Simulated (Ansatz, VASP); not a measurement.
## KMgF3: VASP beside Ansatz

INCAR

```
PREC = Accurate
ENCUT = 520
EDIFF = 1E-6
ISMEAR = 0
SIGMA = 0.01
LREAL = False
LASPH = True
NELM = 60
ALGO = Normal
ISIF = 2
LWAVE = False
LCHARG = False
GGA = PE
NBANDS = 24
```

KPOINTS

```
regular mesh
0
Gamma
  6 6 6
```

The input POSCAR:

```
KMgF3
1.0
    3.9791132838      0.0000000000      0.0000000000
    0.0000000000      3.9791132838      0.0000000000
    0.0000000000      0.0000000000      3.9791132838
K Mg F
1 1 3
Direct
    0.5000000000      0.5000000000      0.5000000000
    0.0000000000      0.0000000000      0.0000000000
    0.5000000000      0.0000000000      0.0000000000
    0.0000000000      0.5000000000      0.0000000000
    0.0000000000      0.0000000000      0.5000000000
```

Input for Ansatz:

```yaml
crystal:
  lattice:
    - [3.9791132838, 0.0, 0.0]
    - [0.0, 3.9791132838, 0.0]
    - [0.0, 0.0, 3.9791132838]
  atoms:
    - { symbol: K, position: [0.5, 0.5, 0.5] }
    - { symbol: Mg, position: [0.0, 0.0, 0.0] }
    - { symbol: F, position: [0.5, 0.0, 0.0] }
    - { symbol: F, position: [0.0, 0.5, 0.0] }
    - { symbol: F, position: [0.0, 0.0, 0.5] }
scf:
  occupations: { method: fixed }
output:
  forces: true
  stress: true
  eigenvalues: true
hamiltonian:
  xc: pbe
basis:
  ecutwfc: 560
kpoints:
  mp_grid: { grid: [6, 6, 6] }
```

Alike in both runs: task single point; functional PBE; k mesh 6 × 6 × 6; no spin polarisation.

|  | VASP | Ansatz |
| --- | --- | --- |
| version | VASP 6.6.1 | Ansatz 0.2.0 |
| potentials or method | VASP PAW PBE potentials, release 64 (K_sv, Mg, F), cutoff 520 eV | scalar-relativistic, plane waves, PAW |
| occupations | gaussian, width 0.01 eV | fixed |
| valence electrons in the cell | 32 | 40 |

Ansatz gave:

- gap on the k mesh at the Fermi level (eV): 7.37
- least direct gap on the mesh (eV): 7.69
- pressure (GPa): 4.2

Estimate VASP's values.

gap on the k mesh at the Fermi level (eV): 7.34; least direct gap on the mesh (eV): 7.67; pressure (GPa): 3.8.

VASP's potentials hold 32 valence electrons a cell and Ansatz's 40, so a difference there can come from the potentials and not from the codes.
